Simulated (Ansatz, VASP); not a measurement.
**Al2GaP3 in VASP and in Ansatz**

```
Al Ga P
1.0
     4.94451    0.00000    0.00000
    -2.47226    4.28208    0.00000
     0.00000    0.00000    4.77605
Al Ga P
2 1 3
Direct
  0.33333 0.66667 0.00000
  0.66667 0.33333 0.00000
  0.00000 0.00000 0.00000
  0.50000 0.00000 0.50000
  0.00000 0.50000 0.50000
  0.50000 0.50000 0.50000
```

Alike in both runs: functional PBE; k mesh 12 × 12 × 8; occupations gaussian, width 0.1 eV; no spin polarisation.

Ansatz relaxed the structure, and its values are those at the end. VASP's run is a single point on that final structure, the one shown.

```csv
,VASP,Ansatz
version,VASP 6.6.1,Ansatz 0.2.0
potentials or method,"VASP PAW PBE potentials, release 64 (Al, Ga_d, P), cutoff 520 eV","scalar-relativistic, plane waves, PAW"
valence electrons in the cell,34,34
```

```csv
,VASP,Ansatz,Ansatz less VASP
gap on the k mesh at the Fermi level (eV),none,none,-
pressure (GPa),-0.1,0.0,+0.08
```

A gap of «none» marks a metal or a gap that the smearing closes.
